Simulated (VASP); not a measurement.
# WS2 in VASP: further runs, part 2 of 2

VASP 6.6.1. Earlier steps stand in the parts before.

### 3 Single point, PBE+D3(BJ) (layers slid over each other)

INCAR reads:

```
  PREC = Accurate
  ENCUT = 520
  EDIFF = 1E-6
  ISMEAR = 0
  SIGMA = 0.05
  LREAL = False
  LASPH = True
  NELM = 80
  ALGO = Normal
  ISIF = 2
  LWAVE = False
  LCHARG = True
  LDIPOL = True
  IDIPOL = 3
  DIPOL = 0.5 0.5 0.394
  GGA = PE
  IVDW = 12
  LELF = True
  LVHAR = True
  LVACPOTAV = True
  NBANDS = 35
```

KPOINTS reads:

```
Automatic mesh
0
Gamma
  9 9 1
```

POSCAR reads:

```
WS2
1.0
    3.1595457497      0.0000000000      0.0000000000
   -1.5797728749      2.7362468836      0.0000000000
    0.0000000000      0.0000000000     23.8042575719
S W
4 2
Direct
    0.3333333333      0.6666666667      0.1890418126
    0.3333333333      0.6666666667      0.3214605103
    0.6666666667      0.6666666667      0.4668126596
    0.6666666667      0.6666666667      0.5992313572
    0.6666666667      0.3333333333      0.2552511581
    0.3333333333      1.0000000000      0.5330220050
```

Potentials or basis: VASP PAW PBE potentials, release 64 (S, W_sv).

Started as:

```console
cat potpaw_PBE.64/S/POTCAR potpaw_PBE.64/W_sv/POTCAR > POTCAR
mpirun -np 1 vasp_std > vasp.out
```

OUTCAR:

```text
PREC = Accurate
   ENCUT = 520
   EDIFF = 1E-6
   ISMEAR = 0
   LREAL = False
   LASPH = True
   NELM = 80
   ISIF = 2
   GGA = PE
   IVDW = 12
 IVDW          = 12

 ion  position               nearest neighbor table
   1  0.333  0.667  0.189-   5 2.41   5 2.41   5 2.41
   2  0.333  0.667  0.321-   5 2.41   5 2.41   5 2.41
   3  0.667  0.667  0.467-   6 2.41   6 2.41   6 2.41
   4  0.667  0.667  0.599-   6 2.41   6 2.41   6 2.41
   5  0.667  0.333  0.255-   1 2.41   1 2.41   1 2.41   2 2.41   2 2.41   2 2.41
   6  0.333  0.000  0.533-   3 2.41   3 2.41   3 2.41   4 2.41   4 2.41   4 2.41

  LATTYP: Found a hexagonal cell.
 ALAT       =     3.1595457497
 C/A-ratio  =     7.5340759266

  Lattice vectors:

[... 1123 lines left out ...]
  Total      -0.19358    -0.23909    -0.50379     0.01481    -0.02401     0.12789
  in kB      -1.50709    -1.86141    -3.92216     0.11530    -0.18690     0.99565
  external pressure =       -2.43 kB  Pullay stress =        0.00 kB

 VOLUME and BASIS-vectors are now :
 -----------------------------------------------------------------------------
  energy-cutoff  :      520.00
  volume of cell :      205.79
      direct lattice vectors                 reciprocal lattice vectors
     3.159545750  0.000000000  0.000000000     0.316501193  0.182732049  0.000000000
    -1.579772875  2.736246884  0.000000000     0.000000000  0.365464098  0.000000000
     0.000000000  0.000000000 23.804257572     0.000000000  0.000000000  0.042009292

 POSITION                                       TOTAL-FORCE (eV/Angst)
 -----------------------------------------------------------------------------------
     -0.00000      1.82416      4.50000         0.000590     -0.001216      0.004278
     -0.00000      1.82416      7.65213        -0.021385      0.002692      0.028707
      1.05318      1.82416     11.11213         0.021385     -0.002692     -0.028707
      1.05318      1.82416     14.26426        -0.000590      0.001216     -0.004278
      1.57977      0.91208      6.07606        -0.009018      0.003938      0.042818
      1.05318      0.00000     12.68819         0.009018     -0.003938     -0.042818
 -----------------------------------------------------------------------------------
    total drift:                                0.000000     -0.000000     -0.000744

  FREE ENERGIE OF THE ION-ELECTRON SYSTEM (eV)
  ---------------------------------------------------
  free  energy   TOTEN  =       -49.4215878075 eV

  energy  without entropy=      -49.4215878075  energy(sigma->0) =      -49.42158781

 vacuum level on the upper side and lower side of the slab         6.469         6.469
```

Wall time 3 min (1 thread of Intel Xeon 6975P-C (Granite Rapids), shared host); peak memory 0.45 GiB.

What came out:

```
Free energy                : -49.4216 eV
Largest force              : 0.044 eV/Å
Band gap on the k mesh     : 1.75 eV (least direct gap 1.91 eV)
Dispersion energy per atom : -0.352 eV
```

Forces in eV/Å, atoms in the order of the input:
```
S    0.001 -0.001  0.004
S   -0.021  0.003  0.029
S    0.021 -0.003 -0.029
S   -0.001  0.001 -0.004
W   -0.009  0.004  0.043
W    0.009 -0.004 -0.043
```

Caveat: the cell differs from its parent crystal (layers slid over each other); spin-orbit coupling is left out, which moves the levels of the heavy elements.

### 4 Single point, PBE+D3(BJ) (layers slid over each other)

INCAR reads:

```
SYSTEM = WS2
  PREC = Accurate
  ENCUT = 520
  EDIFF = 1E-6
  ISMEAR = 0
  SIGMA = 0.05
  LREAL = .False.
  LASPH = .True.
  NELM = 60
  ALGO = Normal
  ISIF = 2
  LWAVE = .False.
  LCHARG = .False.
  LDIPOL = .True.
  IDIPOL = 3
  DIPOL = 0.5 0.5 0.408
  GGA = PE
  IVDW = 12
  NBANDS = 35
```

KPOINTS reads:

```
Automatic mesh
0
Gamma
  9 9 1
  0 0 0
```

POSCAR reads:

```
WS2
1.0
    3.1595457497      0.0000000000      0.0000000000
   -1.5797728749      2.7362468836      0.0000000000
    0.0000000000      0.0000000000     23.8042575719
S W
4 2
Direct
    0.3333333333      0.6666666667      0.1890418126
    0.3333333333      0.6666666667      0.3214605103
    0.6666666667      0.6666666667      0.4953789779
    0.6666666667      0.6666666667      0.6277976756
    0.6666666667      0.3333333333      0.2552511581
    0.3333333333      1.0000000000      0.5615883234
```

Started as:

```console
cat potpaw_PBE.64/S/POTCAR potpaw_PBE.64/W_sv/POTCAR > POTCAR
mpirun -np 1 vasp_std > vasp.out
```

Wall time 3.2 min (1 thread of Intel Xeon 6975P-C (Granite Rapids), shared host); peak memory 0.45 GiB.

It converged, with:

- Free energy: -49.3539 eV
- Largest force: 0.064 eV/Å
- Band gap on the k mesh: 1.92 eV
- Dispersion energy per atom: -0.336 eV

Forces in eV/Å, atoms in the order of the input:
```
S    0.000  0.000  0.002
S   -0.001  0.000  0.064
S    0.001  0.000 -0.064
S    0.000  0.000 -0.002
W   -0.001  0.000  0.032
W    0.001  0.000 -0.032
```

Levels at points of the mesh, in eV from the valence-band top:
| k point | band 22 | band 23 | band 24 | band 25 | band 26 | band 27 | band 28 | band 29 | band 30 | band 31 |
| --- | --- | --- | --- | --- | --- | --- | --- | --- | --- | --- |
| (0.00, 0.00, 0.00) | -1.57 | -1.57 | -1.57 | -0.25 | 0.00 | 2.93 | 2.93 | 2.93 | 2.93 | 3.06 |

Caveat: the cell differs from its parent crystal (layers slid over each other); spin-orbit coupling is left out, which moves the levels of the heavy elements.

### 5 Summary

```tsv
cell	gap on the mesh (eV)	largest force (eV/Å)
as given, atomic positions A	1.38	0.26
as given, atomic positions B	1.75	0.04
as given, atomic positions C	1.92	0.06
```

Alike in all rows: task single point; level PBE+D3(BJ); potentials or basis VASP PAW PBE potentials, release 64 (S, W_sv); no spin polarisation; k mesh 9 × 9 × 1; cutoff (eV) 520; smearing gaussian 0.05 eV.

Caveats: spin-orbit coupling is left out, which moves the levels of the heavy elements.

Total energies depend on the potentials used, so only differences within one code and one set of settings carry meaning.
